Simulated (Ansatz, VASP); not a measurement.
# Two plane-wave programs on SnO2

```
Sn O
1.0
     4.82770    0.00000    0.00000
     0.00000    4.82770    0.00000
     0.00000    0.00000    3.23799
Sn O
2 4
Direct
  0.00682 0.99454 0.00000
  0.50435 0.49852 0.50000
  0.30661 0.28604 0.00000
  0.15193 0.85289 0.50000
  0.69339 0.67283 0.00000
  0.76514 0.23968 0.50000
```

Change from the starting cell: mode 15 (547.8 1/cm) frozen in, largest displacement -0.300 Å.

Alike in both runs: task single point; functional PBE; k mesh 6 × 6 × 8; occupations gaussian, width 0.05 eV; no spin polarisation.

```csv
,VASP,Ansatz
version,VASP 6.6.1,Ansatz 0.2.0
potentials or method,"VASP PAW PBE potentials, release 64 (Sn_d, O), cutoff 520 eV","scalar-relativistic, plane waves, PAW"
valence electrons in the cell,52,52
```

```csv
,VASP,Ansatz,Ansatz less VASP
gap on the k mesh at the Fermi level (eV),0.64,0.67,+0.031
least direct gap on the mesh (eV),0.64,0.67,+0.031
pressure (GPa),15.4,15.2,-0.26
"traceless stress, the component that is largest in VASP (GPa)",-11.11,-11.61,-0.500
rms of the force components (eV/Å),3.088,3.087,-0.0015
```

Atom by atom the forces differ by 0.035 eV/Å (rms over components).
